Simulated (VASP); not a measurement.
A run of VASP 6.6.1:

File INCAR:

```
SYSTEM = Co
  PREC = Accurate
  ENCUT = 520
  EDIFF = 1E-7
  ISMEAR = -1
  SIGMA = 0.05
  LREAL = .FALSE.
  LASPH = .TRUE.
  NELM = 150
  ALGO = Normal
  ISIF = 2
  LWAVE = .FALSE.
  LCHARG = .FALSE.
  ISPIN = 2
  MAGMOM = 1.655 1.655
  LORBIT = 11
  LMAXMIX = 4
  NBANDS = 20
```

The input KPOINTS:

```
regular mesh
0
G
  13 13 13
  0 0 0
```

Contents of POSCAR:

```
Co
1.0
    2.7004234380      0.0000000000      0.0000000000
    0.0000000000      2.7004234380      0.0000000000
    0.0000000000      0.0000000000      2.7004234380
Co
2
Direct
    0.0000000000      0.0000000000      0.0000000000
    0.5000000000      0.5000000000      0.5000000000
```

Potentials or basis: VASP PAW LDA potentials, release 64 (Co).

Run with:

```console
$ cat potpaw_LDA.64/Co/POTCAR > POTCAR
$ mpirun -np 1 vasp_std > vasp.out
```

Hardware: 1 thread of Intel(R) Xeon(R) Platinum 8375C CPU @ 2.90GHz (Ice Lake) (shared host).

Problem. Estimate the wall time of this run.

Solution. Run time: 34 s on 1 thread of Intel(R) Xeon(R) Platinum 8375C CPU @ 2.90GHz (Ice Lake), with other jobs on the host, peak memory 0.15 GiB. Counts: scf iterations 14, k points 84.
